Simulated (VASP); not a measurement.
Set up this calculation in VASP 6.6.1, as the native input.

| Item | Value |
| --- | --- |
| Task | single point |
| Functional | PBEsol |
| Potentials or basis | VASP PAW PBE potentials, release 64 (Ti_sv) |
| Cutoff | 520 eV |
| k mesh | 18 × 18 × 10 |
| Occupations | gaussian, width 0.15 eV |
| Spin | no spin polarisation |
| Dipole correction | no |
| Further INCAR settings | ALGO = Fast; EDIFF = 1e-06; NBANDS = 19 |

The structure of Ti lies in POSCAR:

```
Ti
1.0
    2.9499978604      0.0331874759      0.0000000000
   -1.4462577330      2.5381793502      0.0000000000
    0.0000000000      0.0000000000      4.6860000000
Ti
2
Direct
    0.3333333333      0.6666666667      0.2500000000
    0.6666666667      0.3333333333      0.7500000000
```

This cell differs from its parent crystal: strain +0.0225 x Voigt [0, 0, 0, 0, 0, 1].

These files were run (other wordings do the same):

INCAR

```
  ALGO = Fast
  EDIFF = 1E-6
  ENCUT = 520
  GGA = PS
  ISIF = 2
  ISMEAR = 0
  LASPH = True
  LCHARG = True
  LELF = True
  LREAL = False
  LVHAR = True
  LWAVE = False
  NBANDS = 19
  NELM = 80
  PREC = Accurate
  SIGMA = 0.15
```

KPOINTS

```
k-points
0
Gamma
  18 18 10
```

Potentials or basis: VASP PAW PBE potentials, release 64 (Ti_sv).

Launch:

```console
$ cat potpaw_PBE.64/Ti_sv/POTCAR > POTCAR
$ mpirun -np 1 vasp_std > vasp.out
```

Results of the run:

```yaml
Pressure: -6.2 GPa
Largest_force: 0.058 eV/Å
Band_gap_on_the_k_mesh: zero (bands 12 and 13 overlap by 1.05 eV)
```

Caveat: the cell differs from its parent crystal (strain +0.0225 x Voigt [0, 0, 0, 0, 0, 1]); the cell stands under tension; the PAW data sets were made with another functional, which shifts forces and pressure a little.

Wall time 39 min on 1 thread of Oxide Virtual Turin-like Processor, with other jobs on the host, peak memory 0.57 GiB.
